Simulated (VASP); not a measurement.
# Sb (P1) in VASP: single point with PBEsol

Aim: the single point of Sb with PBEsol.

Everything below comes from runs of VASP 6.6.1. Logs are shortened: lines on timing, memory, paths and dates and some standing lists are left out, and cuts for length are marked.

**1. The cell of the first run**

The typed cell holds 32 atoms: a = 10.455 Å, b = 10.455 Å, c = 10.455 Å, α = 100.13°, β = 112.46°, γ = 116.24°.

**2. Single point, PBEsol**

The input, INCAR:

```
ALGO     = Normal         # electronic algorithm
EDIFF    = 1E-7           # SCF threshold, eV
ENCUT    = 520            # plane-wave cutoff, eV
GGA      = PS             # functional
ISIF     = 2              # what is computed and relaxed
ISMEAR   = -1             # smearing method
LASPH    = True           # aspherical terms in the spheres
LCHARG   = True           # write CHGCAR
LELF     = True           # ELF
LREAL    = Auto         
LVHAR    = True         
LWAVE    = False          # write WAVECAR
NBANDS   = 102            # bands
NELM     = 80             # most SCF steps
PREC     = Accurate       # precision mode
SIGMA    = 0.0948         # smearing width, eV
```

The input, KPOINTS:

```
Automatic mesh
0
Gamma
  2 2 2
  0.5 0.5 0.5
```

The input, POSCAR:

```
Sb
1.0
    6.7108178797     -5.8117387639      5.5218808673
   -6.7108178797      5.8117387639      5.5218808673
   -6.7108178796     -5.8117387640     -5.5218808673
Sb
32
Direct
    0.2205929703      0.7623397164      0.7161590935
    0.9854361623      0.8778481837      0.6195056110
    0.7015811589      0.1859328321      0.6805890270
    0.4958313658      0.4125400925      0.6088704297
    0.2462752029      0.4909663032      0.4387287275
    0.7655391586     -0.0116632401      0.4854367697
    0.9758344003      0.6058556341      0.3011203933
    0.5158717826      0.1413018614      0.3646231455
    0.2235140289      0.2009971699      0.1808735630
    0.6993730350      0.7338973596      0.1511326285
    0.9686698830      0.3557409329      0.1049145678
    0.4632325342      0.8607982100      0.0255498149
    0.2381636989     -0.0108080909      0.9678929536
    0.7268498463      0.4883258900      0.9612966625
    1.0461048858      0.2210711648      0.8508077776
    0.4059562002      0.5857725331      0.8179133209
    0.5143130525      0.8407689647      0.6951027298
    0.2654673650      0.0026558450      0.5412261683
    0.0490951950      0.3992760405      0.6692798407
    0.8143123880      0.5365531822      0.5315787894
    0.5337607328      0.5741409665      0.4156766963
    0.0254224330      0.1485135869      0.4388379682
    0.3760794063      0.7975680257      0.3810330846
    0.7550552725      0.2263150147      0.2586989555
    0.5632810360      0.3819775379      0.2001573848
    0.0720826336      0.8466016309      0.2194489690
    0.3354419117      0.5385097442      0.0757069806
    0.8280302977     -0.0286090848      0.0481339071
    0.5789406419      0.1633064575      0.9133808168
    0.0991397581      0.6556296028      0.9634862869
    0.3059947585      0.2638128960      0.7549666654
    0.7686775395      0.7744039204      0.7809869669
```

Potentials or basis: VASP PAW PBE potentials, release 64 (Sb).

Launch:

```
> cat potpaw_PBE.64/Sb/POTCAR > POTCAR
> mpirun -np 1 vasp_std > vasp.out
```

OUTCAR:

```text
EDIFF = 1E-7
   ENCUT = 520
   GGA = PS
   ISIF = 2
   ISMEAR = -1
   LASPH = True
   LREAL = Auto
   NELM = 80
   PREC = Accurate

 ion  position               nearest neighbor table
   1  0.221  0.762  0.716-  12 2.87  17 2.92  13 3.10   2 3.11  19 3.24  16 3.25  20 3.26  18 3.33
                            30 3.44  29 3.61   7 3.66
   2  0.985  0.878  0.620-  20 2.95   6 3.01   1 3.11  18 3.13  13 3.17  32 3.25  31 3.45  15 3.59
                            22 3.63  21 3.69
   3  0.702  0.186  0.681-   8 2.94   6 3.11  29 3.15  15 3.16  17 3.32  19 3.38  18 3.58  23 3.61
                            11 3.74  14 3.75
   4  0.496  0.413  0.609-  21 2.88  31 3.02   5 3.08  32 3.14  14 3.24  16 3.26  20 3.47   8 3.60
                            18 3.63   9 3.77
   5  0.246  0.491  0.439-  21 2.86  11 3.08   4 3.08  23 3.15  17 3.19  22 3.29  16 3.40   7 3.47
                             9 3.54  19 3.72
   6  0.766  0.988  0.485-  22 2.77   2 3.01   3 3.11  23 3.23  15 3.31  19 3.52   8 3.58  10 3.61
                            21 3.66  24 3.73
   7  0.976  0.606  0.301-  26 2.69  11 2.98  14 3.08  23 3.40  24 3.43  20 3.44  25 3.45   5 3.47
                            18 3.48  10 3.65   1 3.66
   8  0.516  0.141  0.365-   3 2.94  24 2.96  25 3.26  23 3.29   9 3.32  20 3.43  13 3.54   6 3.58
                             4 3.60  18 3.69  26 3.70
   9  0.224  0.201  0.181-  13 2.95  25 3.10  28 3.23   8 3.32  15 3.33  21 3.34  26 3.50   5 3.54
[... 32 lines left out ...]
                            10 3.52  29 3.54  14 3.60
  26  0.072  0.847  0.219-   7 2.69  18 2.83  30 3.23  10 3.26  23 3.30  14 3.37  28 3.42   9 3.50
                             8 3.70
  27  0.335  0.539  0.076-  15 2.94  10 3.09  16 3.12  30 3.15  21 3.21  12 3.25  25 3.45  23 3.55
                            11 3.62  19 3.66   9 3.70
  28  0.828  0.971  0.048-  32 2.82  10 2.87   9 3.23  12 3.35  17 3.36  26 3.42  22 3.45  11 3.45
                            24 3.68  16 3.78
  29  0.579  0.163  0.913-  14 2.89  11 3.12  24 3.14   3 3.15  17 3.34  31 3.41  18 3.43  12 3.44
                            13 3.54  25 3.54   1 3.61
  30  0.099  0.656  0.963-  13 3.11  12 3.15  27 3.15  26 3.23  19 3.40   1 3.44  14 3.48  11 3.64
                            23 3.73
  31  0.306  0.264  0.755-  16 2.91  18 2.96  22 3.01   4 3.02  15 3.12  14 3.37  29 3.41   2 3.45
                            19 3.46
  32  0.769  0.774  0.781-  28 2.82  17 2.90   4 3.14  21 3.24   2 3.25  20 3.60  16 3.63  14 3.76

  LATTYP: Found a body centered orthorhombic cell.
 ALAT       =    11.0437617346
 B/A-ratio  =     1.0524926024
 C/A-ratio  =     1.2153137746

  Lattice vectors:

 A1 = (   6.7108178797,  -5.8117387639,  -5.5218808673)
 A2 = (   6.7108178796,   5.8117387640,   5.5218808673)
 A3 = (  -6.7108178796,  -5.8117387640,   5.5218808673)

Analysis of symmetry for initial positions (statically):
=====================================================================
 Subroutine PRICEL returns:
 Original cell was already a primitive cell.

[... 174 lines left out ...]
   EFERMI =   0.00;   METHOD = LEGACY
   ISMEAR =    -1;   SIGMA  =   0.09  broadening in eV -4-tet -1-fermi 0-gaus
   EFERMI_NEDOS =   21; number of points for ismear=-14 and -15
   IALGO  =     38    algorithm
   IMIX   =      4    mixing-type and parameters
     AMIX     =   0.40;   BMIX     =  1.00
     AMIX_MAG =   1.60;   BMIX_MAG =  1.00
  volume/ion in A,a.u.               =      26.92       181.67
  Fermi-wavevector in a.u.,A,eV,Ry     =   0.934054  1.765106 11.870496  0.872457
  Thomas-Fermi vector in A             =   2.060819
   LORBIT       =      0    0 simple, 1 ext, 2 COOP (PROOUT), +10 PAW based schemes
   GGA     = PS    functional components
   LHFCALC =     F    Hartree Fock is set to
   AEXX    =    0.0000 exact exchange contribution
   IVDW    =     0    specifies the selected vdW correction
   LEPSILON=     F    determine dielectric tensor
   LRPA    =     F    only Hartree local field effects (RPA)
 non-spin polarized calculation
  energy-cutoff  :      520.00
  volume of cell :      861.45
 maximum number of plane-waves:     23211
 NGX is ok and might be reduce to    80
   NGX = 39   NGY = 39   NGZ = 39

 number of electron     159.9999997 magnetization

 Free energy of the ion-electron system (eV)
  ---------------------------------------------------
  ext. energy  EPLUGINS =         0.00000000
  ---------------------------------------------------
  free energy    TOTEN  =      -137.09704468 eV

  energy without entropy =     -136.60107790  energy(sigma->0) =     -136.84906129

 E-fermi :   8.2985     XC(G=0): -10.2471

 val. band max:        8.2633516394   @ k =  -0.2500   0.2500   0.2500
 cond. band min:       8.3251272917   @ k =  -0.2500  -0.2500   0.2500
 fundamental gap:      0.0617756523
 Fermi energy:         8.2985401017

 k-point     1 :       0.2500    0.2500    0.2500
  band No.  band energies     occupation
      1      -4.6556      2.00000
      2      -4.3172      2.00000
      3      -4.1400      2.00000
      4      -4.0158      2.00000
      5      -3.0666      2.00000
      6      -2.8864      2.00000
[... 369 lines left out ...]
     91       9.2770      0.00007
     92       9.4041      0.00002
 [bands above 92 left out]

------------------------ aborting loop because EDIFF is reached ----------------------------------------

  FORCE on cell =-STRESS in cart. coord.  units (eV):
  Direction    XX          YY          ZZ          XY          YZ          ZX
  --------------------------------------------------------------------------------------
  -------------------------------------------------------------------------------------
  Total       22.4359515     18.3227240     23.6067693     -4.4178933      1.8643293     -0.5832765
  in kB       41.7278986     34.0778401     43.9054645     -8.2166964      3.4674056     -1.0848171
  external PRESSURE =      39.9037344 kB  Pullay stress =       0.0000000 kB

 VOLUME and BASIS-vectors are now :
 -----------------------------------------------------------------------------
  energy-cutoff  :      520.00
  volume of cell :      861.45
      direct lattice vectors                 reciprocal lattice vectors
     6.710817880 -5.811738764  5.521880867     0.000000000 -0.086032773  0.090548857
    -6.710817880  5.811738764  5.521880867    -0.074506567 -0.000000000  0.090548857
    -6.710817880 -5.811738764 -5.521880867    -0.074506567 -0.086032773  0.000000000

 POSITION                                       TOTAL-FORCE (eV/Angst)
 -----------------------------------------------------------------------------------
     -8.44158     -1.01364      1.47309         0.362761      0.870865     -0.268514
     -3.43539     -4.22568      6.86800        -0.498872      0.040702      0.010600
     -1.10689     -6.95222      1.14261        -0.299614     -0.318448      0.079459
     -3.52707     -4.02266      1.65381         0.268388     -0.835963     -0.152498
     -4.58631     -1.12770      1.64835        -0.377012      0.536334     -0.820475
     -4.75283     -1.52639      7.00417         0.178075      0.297971     -1.045668
[... 24 lines left out ...]
     -4.78337     -4.63282     -1.02243        -0.041893     -0.822399     -0.708485
     -5.27949     -4.50561      4.20819         0.880321     -0.353156      0.241455
 -----------------------------------------------------------------------------------
    total drift:                               -0.005317     -0.005213      0.000770

  FREE ENERGIE OF THE ION-ELECTRON SYSTEM (eV)
  ---------------------------------------------------
  free  energy   TOTEN  =      -137.0970446764 eV

  energy  without entropy=     -136.6010778995  energy(sigma->0) =     -136.84906129
```

OSZICAR:

```text
N       E                     dE             d eps       ncg     rms          rms(c)
DAV:   1     0.888060982845E+03    0.88806E+03   -0.53303E+04   816   0.126E+03
DAV:   2    -0.408938308581E+02   -0.92895E+03   -0.88831E+03   904   0.210E+02
DAV:   3    -0.133755370779E+03   -0.92862E+02   -0.88422E+02   978   0.678E+01
DAV:   4    -0.137268077759E+03   -0.35127E+01   -0.33859E+01   984   0.123E+01
DAV:   5    -0.137377283895E+03   -0.10921E+00   -0.10871E+00  1096   0.216E+00    0.114E+01
DAV:   6    -0.137184786913E+03    0.19250E+00   -0.15267E-01   984   0.978E-01    0.668E+00
DAV:   7    -0.137098347338E+03    0.86440E-01   -0.18709E-01   952   0.967E-01    0.517E-01
DAV:   8    -0.137097466454E+03    0.88088E-03   -0.16660E-02   944   0.314E-01    0.291E-01
DAV:   9    -0.137097084638E+03    0.38182E-03   -0.27232E-03  1000   0.113E-01    0.145E-01
DAV:  10    -0.137097052270E+03    0.32368E-04   -0.42775E-04   952   0.488E-02    0.460E-02
DAV:  11    -0.137097049429E+03    0.28408E-05   -0.63103E-05   960   0.200E-02    0.150E-02
DAV:  12    -0.137097046562E+03    0.28667E-05   -0.88636E-06   976   0.696E-03    0.869E-03
DAV:  13    -0.137097045304E+03    0.12580E-05   -0.16822E-06   968   0.327E-03    0.238E-03
DAV:  14    -0.137097044916E+03    0.38853E-06   -0.36690E-07   656   0.134E-03    0.833E-04
DAV:  15    -0.137097044689E+03    0.22625E-06   -0.70180E-08   480   0.572E-04    0.368E-04
DAV:  16    -0.137097044676E+03    0.12994E-07   -0.14886E-08   480   0.314E-04
   1 F= -.13709704E+03 E0= -.13684906E+03  d E =-.495967E+00
```

stdout:

```text
POSCAR found type information on POSCAR Sb
 POSCAR found :  1 types and      32 ions
 scaLAPACK will be used
 -----------------------------------------------------------------------------
|                                                                             |
|                                                                             |
|     You enforced a specific xc type in the INCAR file but a different       |
|     I HOPE YOU KNOW WHAT YOU ARE DOING!                                     |
|                                                                             |
 -----------------------------------------------------------------------------

 LDA part: xc-table for (Slater+PW92), standard interpolation
 POSCAR, INCAR and KPOINTS ok, starting setup
 FFT: planning ... GRIDC
 FFT: planning ... GRID_SOFT
 FFT: planning ... GRID
 WAVECAR not read
 entering main loop
```

It took 22 min on 1 thread of Oxide Virtual Turin-like, shared host; peak memory 0.96 GiB.

Results:

```
Free energy            : -137.0970 eV
Pressure               : 4.0 GPa
Largest force          : 1.941 eV/Å
Band gap on the k mesh : zero (bands 80 and 81 overlap by 0.07 eV)
```

Forces on the atoms (eV/Å):
```
Sb   0.363  0.871 -0.269
Sb  -0.499  0.041  0.011
Sb  -0.300 -0.318  0.079
Sb   0.268 -0.836 -0.152
Sb  -0.377  0.536 -0.820
Sb   0.178  0.298 -1.046
Sb   0.092 -1.063 -1.480
Sb  -0.202  0.303 -0.466
Sb  -0.194  0.086 -0.286
Sb  -0.031 -0.671 -0.205
Sb   0.281 -0.065  0.131
Sb  -1.194 -0.720  0.312
Sb  -0.114  0.191 -0.048
Sb   0.118  0.260  0.300
Sb  -0.045 -0.551 -0.789
Sb   0.295 -0.491  0.210
Sb  -0.103  0.000  0.893
Sb   0.055 -0.559 -0.045
Sb  -0.318  1.198 -0.015
Sb   0.276 -0.845 -0.132
Sb  -0.220  1.001  1.045
Sb   0.336  0.386  1.028
Sb   0.250  0.663  0.159
Sb   0.607 -0.336  0.097
Sb   0.679  0.543  0.319
Sb   0.152  1.234  1.490
Sb  -0.397 -0.036 -0.175
Sb  -0.707 -0.141  0.661
Sb  -0.042 -0.122 -0.148
Sb  -0.047  0.318 -0.193
Sb  -0.042 -0.822 -0.708
Sb   0.880 -0.353  0.241
```

Caveat: the k points lie up to 0.37 Å⁻¹ apart; the atoms stand as in a frame of molecular dynamics; the PAW data sets were made with another functional, which shifts forces and pressure a little; spin-orbit coupling is left out, which moves the levels of the heavy elements.
